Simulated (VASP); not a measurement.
Sb, 2 atoms in the cell. It takes space group P6_3/mmc (No. 194, hexagonal). Conventional cell: a = 3.271 Å, b = 3.271 Å, c = 5.335 Å, α = 90.00°, β = 90.00°, γ = 120.00°. Sb (site symmetry -6m2) has 12 Sb at 3.27 Å within 4.3 Å. 

```yaml
Program: VASP 6.6.1
Task: single point
Functional: PBEsol
Dispersion: D3(BJ)
Potentials_or_basis: VASP PAW PBE potentials, release 64 (Sb)
Cutoff: 520 eV
k_mesh: 9 × 9 × 5
Occupations: fermi-dirac, width 0.05 eV
Spin: no spin polarisation
Dipole_correction: no
Further_INCAR_settings: ALGO = Normal; EDIFF = 1e-06; NBANDS = 12
```

Potentials or basis: VASP PAW PBE potentials, release 64 (Sb).

Launch:

```bash
$ cat potpaw_PBE.64/Sb/POTCAR > POTCAR
$ mpirun -np 1 vasp_std > vasp.out
```

Hardware: 1 thread of Intel Xeon 6975P-C (shared host).

Problem. Estimate the wall time of this run.

Solution. Run time: 6.7 s on 1 thread of Intel Xeon 6975P-C, with other jobs on the host, peak memory 0.17 GiB. Counts: scf iterations 9, k points 36.
